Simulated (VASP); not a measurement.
LiSi16 (a cell with a defect): single point with PBE+D3(BJ)

System: LiSi16 (a cell with a defect).

```
CELL_PARAMETERS angstrom
0.00000 5.43000 5.43000
5.43000 0.00000 5.43000
5.43000 5.43000 0.00000
ATOMIC_POSITIONS crystal
Si 0.98683 0.00686 0.00322
Si 0.12423 0.12200 0.13488
Si 0.01169 0.97542 0.50651
Si 0.12421 0.12202 0.61903
Si 0.00331 0.49537 0.00341
Si 0.12098 0.63037 0.12439
Si 0.00330 0.49538 0.49803
Si 0.13579 0.60292 0.63071
Si 0.50848 0.00663 0.00316
Si 0.61931 0.15208 0.11437
Si 0.50848 0.00664 0.48186
Si 0.63999 0.12185 0.61916
Si 0.49610 0.52252 0.99076
Si 0.62966 0.63021 0.12448
Si 0.50853 0.49531 0.49815
Si 0.62965 0.63022 0.61579
Li 0.34754 0.96719 0.84269
```

```json
{
 "Program": "VASP 6.6.1",
 "Task": "single point",
 "Functional": "PBE",
 "Dispersion": "D3(BJ)",
 "Potentials or basis": "VASP PAW PBE potentials, release 64 (Si, Li_sv)",
 "Cutoff": "520 eV",
 "k mesh": "2 × 2 × 2",
 "Occupations": "gaussian, width 0.05 eV",
 "Spin": "no spin polarisation"
}
```

```yaml
Largest_force: 0.754 eV/Å
Dispersion_energy_per_atom: -0.321 eV
```

Forces on the atoms (eV/Å):
```
Si   0.032 -0.032  0.022
Si   0.008 -0.043  0.041
Si   0.045 -0.044  0.043
Si   0.041 -0.008  0.041
Si   0.015 -0.032  0.031
Si   0.024 -0.024  0.026
Si   0.033 -0.015  0.031
Si   0.038 -0.037  0.041
Si   0.040 -0.022  0.027
Si   0.010 -0.009  0.014
Si   0.023 -0.039  0.026
Si   0.043 -0.045  0.021
Si   0.013 -0.013  0.004
Si   0.026 -0.017  0.024
Si   0.029 -0.029  0.015
Si   0.017 -0.027  0.024
Li  -0.437  0.437 -0.432
```

Levels at points of the mesh, in eV from the Fermi level:
| k point | band 29 | band 30 | band 31 | band 32 | band 33 | band 34 | band 35 | band 36 | band 37 | band 38 |
| --- | --- | --- | --- | --- | --- | --- | --- | --- | --- | --- |
| (0.00, 0.00, 0.00) | -1.39 | -1.30 | -0.28 | -0.22 | -0.22 | 0.23 | 0.41 | 0.41 | 0.50 | 0.50 |
| (0.50, 0.00, 0.00) | -2.35 | -1.07 | -1.05 | -0.99 | -0.96 | 0.92 | 1.07 | 1.24 | 1.27 | 1.34 |
| (0.00, 0.50, 0.00) | -2.24 | -1.04 | -1.03 | -0.95 | -0.95 | 1.04 | 1.05 | 1.05 | 1.47 | 1.47 |
| (0.00, 0.00, 0.50) | -2.35 | -1.07 | -1.05 | -0.99 | -0.95 | 0.92 | 1.07 | 1.24 | 1.27 | 1.34 |
| (0.50, 0.50, 0.50) | -2.35 | -1.07 | -1.05 | -0.99 | -0.95 | 0.92 | 1.07 | 1.24 | 1.27 | 1.34 |
| (0.50, 0.50, 0.00) | -2.11 | -1.62 | -1.61 | -1.54 | -1.49 | 0.79 | 0.90 | 1.95 | 2.05 | 2.14 |
| (0.00, 0.50, 0.50) | -2.11 | -1.62 | -1.61 | -1.54 | -1.49 | 0.79 | 0.90 | 1.95 | 2.05 | 2.14 |
| (0.50, 0.00, 0.50) | -2.11 | -1.62 | -1.61 | -1.54 | -1.49 | 0.79 | 0.90 | 1.95 | 2.05 | 2.14 |

Run time: 110 s on 1 thread of Intel(R) Xeon(R) 6975P-C (Granite Rapids), with other jobs on the host, peak memory 0.47 GiB.

Caveat: the k points lie up to 0.50 Å⁻¹ apart; the cell carries a net charge on a neutralising background, which shifts energy and pressure; the cell is charged against a uniform background, so pressure and absolute levels hang on convention.
